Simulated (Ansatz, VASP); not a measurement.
# One calculation of TaGa3, two programs

```
Ta Ga
1.0
    -1.89800    1.89800    4.35200
     1.89800   -1.89800    4.35200
     1.89800    1.89800   -4.35200
Ta Ga
1 3
Direct
  0.00000 0.00000 0.00000
  0.75000 0.25000 0.50000
  0.25000 0.75000 0.50000
  0.50000 0.50000 0.00000
```

Alike in both runs: task single point; functional PBEsol; k mesh 14 × 14 × 14; occupations fermi-dirac, width 0.05 eV; no spin polarisation.

|  | VASP | Ansatz |
| --- | --- | --- |
| version | VASP 6.6.1 | Ansatz 0.2.0 |
| potentials or method | VASP PAW PBE potentials, release 64 (Ta_pv, Ga_d), cutoff 520 eV | all-electron LAPW, scalar-relativistic |

|  | VASP | Ansatz | Ansatz less VASP |
| --- | --- | --- | --- |
| pressure (GPa) | -2.2 | -2.4 | -0.20 |
| traceless stress, the component that is largest in VASP (GPa) | -0.30 | -0.30 | +0.007 |

VASP's potentials were made for PBE, not for PBEsol. Ansatz ran all-electron here, and VASP with PAW potentials.

Spin-orbit coupling is off throughout.
